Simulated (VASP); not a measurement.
# FeO (Fm-3m) in VASP: a series of runs

FeO is run at these levels: PBE+U; tasks: single point.

All numbers are computed with VASP 6.6.1; they aren't measurements. Logs are shortened: lines on timing, memory, paths and dates and some standing lists are left out, and cuts for length are marked.

**Experimental background.**

“W\"ustite: Electric, thermodynamic and optical properties of FeO”, 2012, arxiv:1203.1201 quotes, for a bulk crystal of FeO: band gap 2.4 eV (optical).

The runs below are set against these values where they give the same quantity.

### 1 The cell of the first run

Symmetry: Fm-3m, No. 225, cubic system. Conventional cell: a = 4.309 Å, b = 4.309 Å, c = 4.309 Å, α = 90.00°, β = 90.00°, γ = 90.00°. Fe (site symmetry m-3m) has 6 O at 2.15 Å within 2.9 Å. Within 2.9 Å of O (site symmetry m-3m) lie 6 Fe at 2.15 Å.

### 2 Single point, PBE+U, collinear spin, ferromagnetic start

Input file INCAR:

```
ALGO = Normal
EDIFF = 1E-7
ENCUT = 520
GGA = PE
ISIF = 2
ISMEAR = 0
ISPIN = 2
LASPH = T
LCHARG = T
LDAU = T
LDAUJ = 0 0
LDAUL = 2 -1
LDAUPRINT = 1
LDAUTYPE = 2
LDAUU = 2 0
LELF = T
LMAXMIX = 4
LORBIT = 11
LREAL = F
LVHAR = T
LWAVE = F
MAGMOM = 4 0
NBANDS = 18
NELM = 150
PREC = Accurate
SIGMA = 0.05
```

Input file KPOINTS:

```
k-points
0
Gamma
  14 14 14
```

Input file POSCAR:

```
FeO
1.0
    0.0000000000      2.1542589956      2.1542589956
    2.1542589956      0.0000000000      2.1542589956
    2.1542589956      2.1542589956      0.0000000000
Fe O
1 1
Direct
    0.0000000000      0.0000000000      0.0000000000
    0.5000000000      0.5000000000      0.5000000000
```

Potentials or basis: VASP PAW PBE potentials, release 64 (Fe, O).

Command:

```bash
cat potpaw_PBE.64/Fe/POTCAR potpaw_PBE.64/O/POTCAR > POTCAR
mpirun -np 1 vasp_std > vasp.out
```

OUTCAR:

```text
EDIFF = 1E-7
   ENCUT = 520
   GGA = PE
   ISIF = 2
   ISMEAR = 0
   ISPIN = 2
   LASPH = T
   LORBIT = 11
   LREAL = F
   NELM = 150
   PREC = Accurate

 ion  position               nearest neighbor table
   1  0.000  0.000  0.000-   2 2.15   2 2.15   2 2.15   2 2.15   2 2.15   2 2.15
   2  0.500  0.500  0.500-   1 2.15   1 2.15   1 2.15   1 2.15   1 2.15   1 2.15

  LATTYP: Found a face centered cubic cell.
 ALAT       =     4.3085179912

  Lattice vectors:

 A1 = (   0.0000000000,   2.1542589956,   2.1542589956)
 A2 = (   2.1542589956,   0.0000000000,   2.1542589956)
 A3 = (   2.1542589956,   2.1542589956,   0.0000000000)

Analysis of symmetry for initial positions (statically):
=====================================================================
 Subroutine PRICEL returns:
 Original cell was already a primitive cell.

 Routine SETGRP: Setting up the symmetry group for a
 face centered cubic supercell.

 Subroutine GETGRP returns: Found 48 space group operations
 (whereof 48 operations were pure point group operations)
 out of a pool of 48 trial point group operations.

The static configuration has the point symmetry O_h .

Analysis of symmetry for dynamics (positions and initial velocities):
=====================================================================
 Subroutine PRICEL returns:
 Original cell was already a primitive cell.

 Routine SETGRP: Setting up the symmetry group for a
 face centered cubic supercell.

 Subroutine GETGRP returns: Found 48 space group operations
 (whereof 48 operations were pure point group operations)
 out of a pool of 48 trial point group operations.

The dynamic configuration has the point symmetry O_h .

Analysis of structural, dynamic, and magnetic symmetry:
=====================================================================
 Subroutine PRICEL returns:
 Original cell was already a primitive cell.

 Routine SETGRP: Setting up the symmetry group for a
 face centered cubic supercell.

 Subroutine GETGRP returns: Found 48 space group operations
 (whereof 48 operations were pure point group operations)
 out of a pool of 48 trial point group operations.

The overall configuration has the point symmetry O_h .

 Subroutine INISYM returns: Found 48 space group operations
 (whereof 48 operations are pure point group operations),
 and found     1 'primitive' translations

----------------------------------------------------------------------------------------

                                     Primitive cell

  volume of cell :      19.9951

  direct lattice vectors                    reciprocal lattice vectors
     0.000000000  2.154258996  2.154258996    -0.232098369  0.232098369  0.232098369
     2.154258996  0.000000000  2.154258996     0.232098369 -0.232098369  0.232098369
     2.154258996  2.154258996  0.000000000     0.232098369  0.232098369 -0.232098369

  length of vectors
     3.046582288  3.046582288  3.046582288     0.402006168  0.402006168  0.402006168

  position of ions in fractional coordinates (direct lattice)
     0.000000000  0.000000000  0.000000000
     0.500000000  0.500000000  0.500000000

  ion indices of the primitive-cell ions
   primitive index   ion index
                 1           1
                 2           2

----------------------------------------------------------------------------------------

 KPOINTS: k-points

[... 64 lines left out ...]
   LASPH  =      T    aspherical Exc in radial PAW
   ENCUT  =  520.0 eV  38.22 Ry    6.18 a.u.   5.66  5.66  5.66*2*pi/ulx,y,z
   NELM   =    150;   NELMIN=  2; NELMDL= -5     # of ELM steps
   EDIFF  = 0.1E-06   stopping-criterion for ELM
   LREAL  =      F    real-space projection
   EDIFFG = 0.1E-05   stopping-criterion for IOM
   NSW    =      0    number of steps for IOM
   IBRION =     -1    ionic relax: 0-MD 1-quasi-New 2-CG
   NFREE  =      0    steps in history (QN), initial steepest desc. (CG)
   ISIF   =      2    stress and relaxation
   ISYM   =      2    0-nonsym 1-usesym 2-fastsym
   POTIM  = 0.5000    time-step for ionic-motion
   TEBEG  =    0.0;   TEEND  =   0.0 temperature during run
   PSTRESS=    0.0 pullay stress
   NELECT =      14.0000    total number of electrons
   NUPDOWN=      -1.0000    fix difference up-down
   EMIN   =  10.00;   EMAX   =-10.00  energy-range for DOS
   EFERMI =   0.00;   METHOD = LEGACY
   ISMEAR =     0;   SIGMA  =   0.05  broadening in eV -4-tet -1-fermi 0-gaus
   EFERMI_NEDOS =   21; number of points for ismear=-14 and -15
   IALGO  =     38    algorithm
   IMIX   =      4    mixing-type and parameters
     AMIX     =   0.40;   BMIX     =  1.00
     AMIX_MAG =   1.60;   BMIX_MAG =  1.00
  volume/ion in A,a.u.               =      10.00        67.47
  Fermi-wavevector in a.u.,A,eV,Ry     =   1.453705  2.747104 28.752621  2.113258
  Thomas-Fermi vector in A             =   2.570941
   LORBIT       =     11    0 simple, 1 ext, 2 COOP (PROOUT), +10 PAW based schemes
 LDA+U is selected, type is set to LDAUTYPE =  2
   angular momentum for each species LDAUL =     2   -1
   U (eV)           for each species LDAUU =   2.0  0.0
   J (eV)           for each species LDAUJ =   0.0  0.0
   GGA     = PE    functional components
   LHFCALC =     F    Hartree Fock is set to
   AEXX    =    0.0000 exact exchange contribution
   IVDW    =     0    specifies the selected vdW correction
   LEPSILON=     F    determine dielectric tensor
   LRPA    =     F    only Hartree local field effects (RPA)
 spin polarized calculation
 Gauss-broadening in eV      SIGMA  =   0.05
  energy-cutoff  :      520.00
  volume of cell :       20.00
 maximum number of plane-waves:       549
   NGX = 11   NGY = 11   NGZ = 11

atom =   1  type =  1  l = 2

 onsite density matrix

spin component  1

  0.9594  0.0000 -0.0000  0.0000  0.0000
  0.0000  0.9594 -0.0000  0.0000 -0.0000
 -0.0000 -0.0000  1.0036 -0.0000  0.0000
  0.0000  0.0000 -0.0000  0.9594 -0.0000
  0.0000 -0.0000  0.0000 -0.0000  1.0036

spin component  2

  0.3183 -0.0000 -0.0000  0.0000 -0.0000
 -0.0000  0.3183  0.0000  0.0000  0.0000
 -0.0000  0.0000  0.1302  0.0000 -0.0000
  0.0000  0.0000  0.0000  0.3183 -0.0000
 -0.0000  0.0000 -0.0000 -0.0000  0.1302

 occupancies and eigenvectors

  o =  0.1302  v =  0.0000  0.0000  0.0000  0.0000  0.0000  0.0000  0.0000 -0.9998 -0.0000 -0.0177      0.0000  0.0000  0.0000  0.0000  0.0000  0.0000  0.0000  0.0000  0.0000  0.0000
  o =  0.1302  v =  0.0000  0.0000  0.0000  0.0000  0.0000  0.0000 -0.0000 -0.0177  0.0000  0.9998      0.0000  0.0000  0.0000  0.0000  0.0000  0.0000  0.0000  0.0000  0.0000  0.0000
  o =  0.3183  v =  0.0000  0.0000  0.0000  0.0000  0.0000  0.0000  0.9923  0.0000 -0.1241  0.0000      0.0000  0.0000  0.0000  0.0000  0.0000  0.0000  0.0000  0.0000  0.0000  0.0000
  o =  0.3183  v =  0.0000  0.0000  0.0000  0.0000  0.0000  1.0000  0.0000  0.0000  0.0000  0.0000      0.0000  0.0000  0.0000  0.0000  0.0000  0.0000  0.0000  0.0000  0.0000  0.0000
  o =  0.3183  v =  0.0000  0.0000  0.0000  0.0000  0.0000  0.0000  0.1241 -0.0000  0.9923  0.0000      0.0000  0.0000  0.0000  0.0000  0.0000  0.0000  0.0000  0.0000  0.0000  0.0000
  o =  0.9594  v =  1.0000  0.0000  0.0000  0.0000  0.0000  0.0000  0.0000  0.0000  0.0000  0.0000      0.0000  0.0000  0.0000  0.0000  0.0000  0.0000  0.0000  0.0000  0.0000  0.0000
  o =  0.9594  v =  0.0000  0.0351  0.0000  0.9994 -0.0000  0.0000  0.0000  0.0000  0.0000  0.0000      0.0000  0.0000  0.0000  0.0000  0.0000  0.0000  0.0000  0.0000  0.0000  0.0000
  o =  0.9594  v =  0.0000  0.9994  0.0000 -0.0351 -0.0000  0.0000  0.0000  0.0000  0.0000  0.0000      0.0000  0.0000  0.0000  0.0000  0.0000  0.0000  0.0000  0.0000  0.0000  0.0000
  o =  1.0036  v =  0.0000 -0.0000  0.0278 -0.0000 -0.9996  0.0000  0.0000  0.0000  0.0000  0.0000      0.0000  0.0000  0.0000  0.0000  0.0000  0.0000  0.0000  0.0000  0.0000  0.0000
  o =  1.0036  v =  0.0000  0.0000 -0.9996  0.0000 -0.0278  0.0000  0.0000  0.0000  0.0000  0.0000      0.0000  0.0000  0.0000  0.0000  0.0000  0.0000  0.0000  0.0000  0.0000  0.0000

 number of electron      13.9999998 magnetization       4.0007550

 Free energy of the ion-electron system (eV)
  ---------------------------------------------------
  ext. energy  EPLUGINS =         0.00000000
  ---------------------------------------------------
  free energy    TOTEN  =       -13.90468484 eV

  energy without entropy =      -13.90303413  energy(sigma->0) =      -13.90385949

 E-fermi :   6.4726     XC(G=0): -12.1657

 val. band max:        6.4591880356   @ k =  -0.4286   0.2143   0.0714
 cond. band min:       6.5080512950   @ k =   0.2857   0.0714   0.0000
 fundamental gap:      0.0488632594
 Fermi energy:         6.4725619328

 spin component 1

 k-point     1 :       0.0000    0.0000    0.0000
  band No.  band energies     occupation
      1     -14.4041      1.00000
      2       1.3619      1.00000
      3       1.3619      1.00000
      4       1.3619      1.00000
      5       1.4269      1.00000
      6       1.4269      1.00000
[... 1001 lines left out ...]
     17      33.9011      0.00000
     18      35.0960      0.00000

 [... further k-points ...]

------------------------ aborting loop because EDIFF is reached ----------------------------------------

  FORCE on cell =-STRESS in cart. coord.  units (eV):
  Direction    XX          YY          ZZ          XY          YZ          ZX
  --------------------------------------------------------------------------------------
  -------------------------------------------------------------------------------------
  Total        0.0123189      0.0123189      0.0123189     -0.0000000      0.0000000     -0.0000000
  in kB        0.9870977      0.9870977      0.9870977     -0.0000000      0.0000000     -0.0000000
  external PRESSURE =       0.9870977 kB  Pullay stress =       0.0000000 kB

 VOLUME and BASIS-vectors are now :
 -----------------------------------------------------------------------------
  energy-cutoff  :      520.00
  volume of cell :       20.00
      direct lattice vectors                 reciprocal lattice vectors
     0.000000000  2.154258996  2.154258996    -0.232098369  0.232098369  0.232098369
     2.154258996  0.000000000  2.154258996     0.232098369 -0.232098369  0.232098369
     2.154258996  2.154258996  0.000000000     0.232098369  0.232098369 -0.232098369

 POSITION                                       TOTAL-FORCE (eV/Angst)
 -----------------------------------------------------------------------------------
      0.00000      0.00000      0.00000        -0.000000      0.000000      0.000000
      2.15426      2.15426      2.15426         0.000000     -0.000000     -0.000000
 -----------------------------------------------------------------------------------
    total drift:                                0.000000     -0.000000      0.000000

  FREE ENERGIE OF THE ION-ELECTRON SYSTEM (eV)
  ---------------------------------------------------
  free  energy   TOTEN  =       -13.9046848450 eV

  energy  without entropy=      -13.9030341333  energy(sigma->0) =      -13.90385949

 total charge

# of ion       s       p       d       tot
------------------------------------------
    1        0.291   0.364   6.079   6.733
    2        1.554   3.450   0.000   5.005
--------------------------------------------------
tot          1.845   3.814   6.079  11.738

 magnetization (x)

# of ion       s       p       d       tot
------------------------------------------
    1        0.026   0.021   3.668   3.715
    2        0.026   0.228   0.000   0.254
--------------------------------------------------
tot          0.052   0.249   3.668   3.969
```

Run time: 45 s. Hardware: 1 thread of Intel Xeon 6975P-C (Granite Rapids), shared host; peak memory 0.19 GiB.

What came out:

```yaml
Free_energy: -13.9047 eV
Pressure: 0.1 GPa
Band_gap_on_the_k_mesh: zero (filled and empty bands overlap)
Net_moment: 4.00 μB per cell
Site_moments: Fe +3.71; O +0.25 μB
Valence_electrons_inside_the_program's_atomic_spheres: Fe 6.73; O 5.00
```

Eigenvalues of the final occupation matrices:
```
    site  spin  trace               eigenvalues
site 1 d     1   4.89  0.96 0.96 0.96 1.00 1.00
site 1 d     2   1.22  0.13 0.13 0.32 0.32 0.32
```

Caveat: a cell with one magnetic atom can't hold antiferromagnetic order, which such compounds often take. The state reached can hang on the start; a lower one may exist.

(Part 1 of 2 ends here.)
